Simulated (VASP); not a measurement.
# K4Cl (P-43m) in VASP: a series of runs

The runs below take K4Cl through single point, with PBE.

All numbers are computed with VASP 6.6.1; they aren't measurements. Logs are shortened: lines on timing, memory, paths and dates and some standing lists are left out, and cuts for length are marked.

### 1 The cell of the first run

It takes space group P-43m (No. 215, cubic). Conventional cell: a = 6.751 Å, b = 6.751 Å, c = 6.751 Å, α = 90.00°, β = 90.00°, γ = 90.00°. K (site symmetry 3m) has 1 Cl at 2.92 Å within 3.9 Å. Within 3.9 Å of Cl (site symmetry -43m) lie 4 K at 2.92 Å.

### 2 Single point, PBE (atoms taken out)

The input, INCAR:

```
SYSTEM = K4Cl
  PREC = Accurate
  ENCUT = 520
  EDIFF = 1E-6
  ISMEAR = 0
  SIGMA = 0.1
  LREAL = .False.
  LASPH = .True.
  NELM = 100
  ALGO = Normal
  ISIF = 2
  LWAVE = .False.
  LCHARG = .False.
  GGA = PE
  NBANDS = 30
```

The input, KPOINTS:

```
regular mesh
0
Gamma
  4 4 4
  0 0 0
```

The input, POSCAR:

```
K4Cl
1.0
    6.7513771700      0.0000000000      0.0000000000
    0.0000000000      6.7513771700      0.0000000000
    0.0000000000      0.0000000000      6.7513771700
K Cl
4 1
Direct
    0.2500000000      0.2500000000      0.2500000000
    0.7500000000      0.7500000000      0.2500000000
    0.7500000000      0.2500000000      0.7500000000
    0.2500000000      0.7500000000      0.7500000000
    0.0000000000      0.0000000000      0.0000000000
```

Potentials or basis: VASP PAW PBE potentials, release 64 (K_sv, Cl).

Started as:

```
$ cat potpaw_PBE.64/K_sv/POTCAR potpaw_PBE.64/Cl/POTCAR > POTCAR
$ mpirun -np 1 vasp_std > vasp.out
```

OUTCAR:

```text
SYSTEM = K4Cl
   PREC = Accurate
   ENCUT = 520
   EDIFF = 1E-6
   ISMEAR = 0
   LREAL = .False.
   LASPH = .True.
   NELM = 100
   ISIF = 2
   GGA = PE

 ion  position               nearest neighbor table
   1  0.250  0.250  0.250-   5 2.92
   2  0.750  0.750  0.250-   5 2.92
   3  0.750  0.250  0.750-   5 2.92
   4  0.250  0.750  0.750-   5 2.92
   5  0.000  0.000  0.000-   1 2.92   2 2.92   3 2.92   4 2.92

  LATTYP: Found a simple cubic cell.
 ALAT       =     6.7513771700

  Lattice vectors:

 A1 = (   6.7513771700,   0.0000000000,   0.0000000000)
 A2 = (   0.0000000000,   6.7513771700,   0.0000000000)
 A3 = (   0.0000000000,   0.0000000000,   6.7513771700)

Analysis of symmetry for initial positions (statically):
=====================================================================
 Subroutine PRICEL returns:
 Original cell was already a primitive cell.

 Routine SETGRP: Setting up the symmetry group for a
 simple cubic supercell.

 Subroutine GETGRP returns: Found 24 space group operations
 (whereof 24 operations were pure point group operations)
 out of a pool of 48 trial point group operations.

The static configuration has the point symmetry T_d .

Analysis of symmetry for dynamics (positions and initial velocities):
=====================================================================
 Subroutine PRICEL returns:
 Original cell was already a primitive cell.

 Routine SETGRP: Setting up the symmetry group for a
 simple cubic supercell.

 Subroutine GETGRP returns: Found 24 space group operations
 (whereof 24 operations were pure point group operations)
 out of a pool of 48 trial point group operations.

The dynamic configuration has the point symmetry T_d .

 Subroutine INISYM returns: Found 24 space group operations
 (whereof 24 operations are pure point group operations),
 and found     1 'primitive' translations

----------------------------------------------------------------------------------------

                                     Primitive cell

  volume of cell :     307.7352

  direct lattice vectors                    reciprocal lattice vectors
     6.751377170  0.000000000  0.000000000     0.148117928  0.000000000  0.000000000
     0.000000000  6.751377170  0.000000000     0.000000000  0.148117928  0.000000000
     0.000000000  0.000000000  6.751377170     0.000000000  0.000000000  0.148117928

  length of vectors
     6.751377170  6.751377170  6.751377170     0.148117928  0.148117928  0.148117928

  position of ions in fractional coordinates (direct lattice)
     0.250000000  0.250000000  0.250000000
     0.750000000  0.750000000  0.250000000
     0.750000000  0.250000000  0.750000000
     0.250000000  0.750000000  0.750000000
     0.000000000  0.000000000  0.000000000

  ion indices of the primitive-cell ions
   primitive index   ion index
                 1           1
                 2           2
                 3           3
                 4           4
                 5           5

----------------------------------------------------------------------------------------

 KPOINTS: regular mesh

Automatic generation of k-mesh.
 Grid dimensions read from file:
 generate k-points for:    4    4    4

 Generating k-lattice:

  Cartesian coordinates                     Fractional coordinates (reciprocal lattice)
     0.037029482  0.000000000  0.000000000     0.250000000  0.000000000  0.000000000
     0.000000000  0.037029482  0.000000000     0.000000000  0.250000000  0.000000000
     0.000000000  0.000000000  0.037029482     0.000000000  0.000000000  0.250000000

  Length of vectors
     0.037029482  0.037029482  0.037029482

  Shift w.r.t. Gamma in fractional coordinates (k-lattice)
     0.000000000  0.000000000  0.000000000

 Subroutine IBZKPT returns following result:
 ===========================================

 Found     10 irreducible k-points:

 Following reciprocal coordinates:
            Coordinates               Weight
  0.000000  0.000000  0.000000      1.000000
  0.250000  0.000000  0.000000      6.000000
  0.500000  0.000000  0.000000      3.000000
  0.250000  0.250000  0.000000     12.000000
  0.500000  0.250000  0.000000     12.000000
  0.500000  0.500000  0.000000      3.000000
  0.250000  0.250000  0.250000      8.000000
  0.500000  0.250000  0.250000     12.000000
  0.500000  0.500000  0.250000      6.000000
  0.500000  0.500000  0.500000      1.000000
   k-points           NKPTS =     10   k-points in BZ     NKDIM =     10   number of bands    NBANDS=     30
   number of dos      NEDOS =    301   number of ions     NIONS =      5
   total plane-waves  NPLWV = 125000
   dimension x,y,z NGX =    50 NGY =   50 NGZ =   50
   dimension x,y,z NGXF=   100 NGYF=  100 NGZF=  100
   ions per type =               4   1
   NGX,Y,Z   is equivalent  to a cutoff of  12.31, 12.31, 12.31 a.u.
   NGXF,Y,Z  is equivalent  to a cutoff of  24.62, 24.62, 24.62 a.u.
 SYSTEM =  K4Cl
   PREC   = accura    normal or accurate (medium, high low for compatibility)
   ISTART =      0    job   : 0-new  1-cont  2-samecut
   ICHARG =      2    charge: 1-file 2-atom 10-const
   ISPIN  =      1    spin polarized calculation?
   LNONCOLLINEAR =      F non collinear calculations
   LSORBIT =      F    spin-orbit coupling
   LASPH  =      T    aspherical Exc in radial PAW
   ENCUT  =  520.0 eV  38.22 Ry    6.18 a.u.  12.55 12.55 12.55*2*pi/ulx,y,z
   NELM   =    100;   NELMIN=  2; NELMDL= -5     # of ELM steps
   EDIFF  = 0.1E-05   stopping-criterion for ELM
   LREAL  =      F    real-space projection
   EDIFFG = 0.1E-04   stopping-criterion for IOM
   NSW    =      0    number of steps for IOM
   IBRION =     -1    ionic relax: 0-MD 1-quasi-New 2-CG
   NFREE  =      0    steps in history (QN), initial steepest desc. (CG)
   ISIF   =      2    stress and relaxation
   ISYM   =      2    0-nonsym 1-usesym 2-fastsym
   POTIM  = 0.5000    time-step for ionic-motion
   TEBEG  =    0.0;   TEEND  =   0.0 temperature during run
   PSTRESS=    0.0 pullay stress
   NELECT =      43.0000    total number of electrons
   NUPDOWN=      -1.0000    fix difference up-down
   EMIN   =  10.00;   EMAX   =-10.00  energy-range for DOS
   EFERMI =   0.00;   METHOD = LEGACY
   ISMEAR =     0;   SIGMA  =   0.10  broadening in eV -4-tet -1-fermi 0-gaus
   EFERMI_NEDOS =   21; number of points for ismear=-14 and -15
   IALGO  =     38    algorithm
   IMIX   =      4    mixing-type and parameters
     AMIX     =   0.40;   BMIX     =  1.00
     AMIX_MAG =   1.60;   BMIX_MAG =  1.00
  volume/ion in A,a.u.               =      61.55       415.34
  Fermi-wavevector in a.u.,A,eV,Ry     =   0.849517  1.605354  9.819035  0.721679
  Thomas-Fermi vector in A             =   1.965350
   LORBIT       =      0    0 simple, 1 ext, 2 COOP (PROOUT), +10 PAW based schemes
   GGA     = PE    functional components
   LHFCALC =     F    Hartree Fock is set to
   AEXX    =    0.0000 exact exchange contribution
   IVDW    =     0    specifies the selected vdW correction
   LEPSILON=     F    determine dielectric tensor
   LRPA    =     F    only Hartree local field effects (RPA)
 non-spin polarized calculation
 Gauss-broadening in eV      SIGMA  =   0.10
  energy-cutoff  :      520.00
  volume of cell :      307.74
 maximum number of plane-waves:      8340
   NGX = 25   NGY = 25   NGZ = 25

 number of electron      43.0000016 magnetization

 Free energy of the ion-electron system (eV)
  ---------------------------------------------------
  ext. energy  EPLUGINS =         0.00000000
  ---------------------------------------------------
  free energy    TOTEN  =        -9.34717019 eV

  energy without entropy =       -9.33757982  energy(sigma->0) =       -9.34237500

 E-fermi :   0.3597     XC(G=0):  -5.8141

 val. band max:        0.3098661509   @ k =   0.5000   0.5000   0.0000
 cond. band min:       0.4430935184   @ k =   0.5000   0.5000   0.2500
 fundamental gap:      0.1332273675
 Fermi energy:         0.3596548029

 k-point     1 :       0.0000    0.0000    0.0000
  band No.  band energies     occupation
      1     -31.7314      2.00000
      2     -31.7266      2.00000
      3     -31.7266      2.00000
      4     -31.7266      2.00000
      5     -16.3236      2.00000
      6     -15.2728      2.00000
[... 22 lines left out ...]
     29       2.5840      0.00000
     30       4.6238      0.00000

 k-point     2 :       0.2500    0.0000    0.0000
  band No.  band energies     occupation
      1     -31.7307      2.00000
      2     -31.7273      2.00000
      3     -31.7266      2.00000
      4     -31.7266      2.00000
      5     -16.3220      2.00000
      6     -15.2679      2.00000
[... 22 lines left out ...]
     29       2.8092      0.00000
     30       4.0789      0.00000

 k-point     3 :       0.5000    0.0000    0.0000
  band No.  band energies     occupation
      1     -31.7294      2.00000
      2     -31.7286      2.00000
      3     -31.7266      2.00000
      4     -31.7266      2.00000
      5     -16.3204      2.00000
      6     -15.2562      2.00000
[... 22 lines left out ...]
     29       3.5306      0.00000
     30       3.5972      0.00000

 k-point     4 :       0.2500    0.2500    0.0000
  band No.  band energies     occupation
      1     -31.7301      2.00000
      2     -31.7273      2.00000
      3     -31.7271      2.00000
      4     -31.7267      2.00000
      5     -16.3213      2.00000
      6     -15.2643      2.00000
[... 22 lines left out ...]
     29       2.8671      0.00000
     30       3.5249      0.00000

 k-point     5 :       0.5000    0.2500    0.0000
  band No.  band energies     occupation
      1     -31.7290      2.00000
      2     -31.7283      2.00000
      3     -31.7270      2.00000
      4     -31.7269      2.00000
      5     -16.3207      2.00000
      6     -15.2579      2.00000
[... 22 lines left out ...]
     29       3.1657      0.00000
     30       3.4945      0.00000

 k-point     6 :       0.5000    0.5000    0.0000
  band No.  band energies     occupation
      1     -31.7283      2.00000
      2     -31.7276      2.00000
      3     -31.7276      2.00000
      4     -31.7276      2.00000
      5     -16.3210      2.00000
      6     -15.2602      2.00000
[... 22 lines left out ...]
     29       2.9423      0.00000
     30       2.9423      0.00000

 k-point     7 :       0.2500    0.2500    0.2500
  band No.  band energies     occupation
      1     -31.7296      2.00000
      2     -31.7273      2.00000
      3     -31.7271      2.00000
      4     -31.7271      2.00000
      5     -16.3216      2.00000
      6     -15.2658      2.00000
[... 22 lines left out ...]
     29       3.0400      0.00000
     30       3.5217      0.00000

 k-point     8 :       0.5000    0.2500    0.2500
  band No.  band energies     occupation
      1     -31.7287      2.00000
      2     -31.7281      2.00000
      3     -31.7272      2.00000
      4     -31.7271      2.00000
      5     -16.3219      2.00000
      6     -15.2672      2.00000
[... 22 lines left out ...]
     29       3.4455      0.00000
     30       3.8343      0.00000

 k-point     9 :       0.5000    0.5000    0.2500
  band No.  band energies     occupation
      1     -31.7283      2.00000
      2     -31.7276      2.00000
      3     -31.7276      2.00000
      4     -31.7276      2.00000
      5     -16.3231      2.00000
      6     -15.2691      2.00000
[... 22 lines left out ...]
     29       3.8315      0.00000
     30       3.8693      0.00000

 k-point    10 :       0.5000    0.5000    0.5000
  band No.  band energies     occupation
      1     -31.7283      2.00000
      2     -31.7276      2.00000
      3     -31.7276      2.00000
      4     -31.7276      2.00000
      5     -16.3252      2.00000
      6     -15.2751      2.00000
[... 22 lines left out ...]
     29       4.0481      0.00000
     30       4.0481      0.00000

------------------------ aborting loop because EDIFF is reached ----------------------------------------

  FORCE on cell =-STRESS in cart. coord.  units (eV):
  Direction    XX          YY          ZZ          XY          YZ          ZX
  --------------------------------------------------------------------------------------
  -------------------------------------------------------------------------------------
  Total        1.0445997      1.0445997      1.0445997      0.0000000      0.0000000     -0.0000000
  in kB        5.4385531      5.4385531      5.4385531      0.0000000      0.0000000     -0.0000000
  external PRESSURE =       5.4385531 kB  Pullay stress =       0.0000000 kB

 VOLUME and BASIS-vectors are now :
 -----------------------------------------------------------------------------
  energy-cutoff  :      520.00
  volume of cell :      307.74
      direct lattice vectors                 reciprocal lattice vectors
     6.751377170  0.000000000  0.000000000     0.148117928  0.000000000  0.000000000
     0.000000000  6.751377170  0.000000000     0.000000000  0.148117928  0.000000000
     0.000000000  0.000000000  6.751377170     0.000000000  0.000000000  0.148117928

 POSITION                                       TOTAL-FORCE (eV/Angst)
 -----------------------------------------------------------------------------------
      1.68784      1.68784      1.68784         0.107125      0.107125      0.107125
      5.06353      5.06353      1.68784        -0.107125     -0.107125      0.107125
      5.06353      1.68784      5.06353        -0.107125      0.107125     -0.107125
      1.68784      5.06353      5.06353         0.107125     -0.107125     -0.107125
      0.00000      0.00000      0.00000        -0.000000      0.000000     -0.000000
 -----------------------------------------------------------------------------------
    total drift:                               -0.000000      0.000000     -0.000000

  FREE ENERGIE OF THE ION-ELECTRON SYSTEM (eV)
  ---------------------------------------------------
  free  energy   TOTEN  =        -9.3471701874 eV

  energy  without entropy=       -9.3375798201  energy(sigma->0) =       -9.34237500
```

Run time: 1.9 min. Hardware: 1 thread of Intel Xeon 8259CL, shared host; peak memory 0.34 GiB.

Results:

```yaml
Free_energy: -9.3472 eV
Pressure: 0.5 GPa
Band_gap_on_the_k_mesh: zero (an odd number of electrons rules out a gap without spin polarisation)
```

Caveat: the cell differs from its parent crystal (atoms taken out); an odd number of electrons without spin polarisation forces a metal; a magnetic or distorted state may lie lower.

### 3 Single point, PBE (atoms taken out)

The input, INCAR:

```
SYSTEM = K4Cl
PREC = Accurate ; ENCUT = 520
EDIFF = 1E-6 ; ISMEAR = 0
SIGMA = 0.1 ; LREAL = .False.
LASPH = .True. ; NELM = 100
ALGO = Normal ; ISIF = 2
LWAVE = .False. ; LCHARG = .True.
GGA = PE ; LELF = .True.
LVHAR = .True. ; NBANDS = 30
```

The input, KPOINTS:

```
Automatic mesh
0
Gamma
  6 6 6
  0 0 0
```

The input, POSCAR:

```
K4Cl
1.0
    6.9233414204      0.0000000000      0.0000000000
    0.0000000000      6.9233414204      0.0000000000
    0.0000000000      0.0000000000      6.9233414204
K Cl
4 1
Direct
    0.2519164828      0.2519164828      0.2519164828
    0.7480835172      0.7480835172      0.2519164828
    0.7480835172      0.2519164828      0.7480835172
    0.2519164828      0.7480835172      0.7480835172
    0.0000000000      0.0000000000      0.0000000000
```

Potentials or basis: VASP PAW PBE potentials, release 64 (K_sv, Cl).

Started as:

```
$ cat potpaw_PBE.64/K_sv/POTCAR potpaw_PBE.64/Cl/POTCAR > POTCAR
$ mpirun -np 1 vasp_std > vasp.out
```

Run time: 4.9 min. Hardware: 1 thread of Intel Xeon 8259CL, shared host; peak memory 0.47 GiB.

The run converged. Its results:

- Free energy: -9.3530 eV
- Pressure: 0.0 GPa
- Largest force: 0.008 eV/Å
- Band gap on the k mesh: zero (an odd number of electrons rules out a gap without spin polarisation)

Forces in eV/Å, atoms in the order of the input:
```
K    0.005  0.005  0.005
K   -0.005 -0.005  0.005
K   -0.005  0.005 -0.005
K    0.005 -0.005 -0.005
Cl   0.000  0.000  0.000
```

Levels at points of the mesh, in eV from the Fermi level:
| k point | band 18 | band 19 | band 20 | band 21 | band 22 | band 23 | band 24 | band 25 |
| --- | --- | --- | --- | --- | --- | --- | --- | --- |
| (0.00, 0.00, 0.00) | -4.48 | -4.48 | -4.48 | -1.71 | 1.23 | 1.23 | 1.33 | 1.33 |
| (0.50, 0.00, 0.00) | -4.52 | -4.48 | -4.48 | -0.91 | -0.66 | 1.56 | 1.63 | 1.63 |
| (0.50, 0.50, 0.00) | -4.51 | -4.51 | -4.48 | -0.39 | -0.02 | -0.02 | 0.52 | 2.05 |
| (0.50, 0.50, 0.50) | -4.50 | -4.50 | -4.50 | 0.33 | 0.33 | 0.33 | 0.37 | 1.00 |

Caveat: the cell differs from its parent crystal (atoms taken out); an odd number of electrons without spin polarisation forces a metal; a magnetic or distorted state may lie lower.
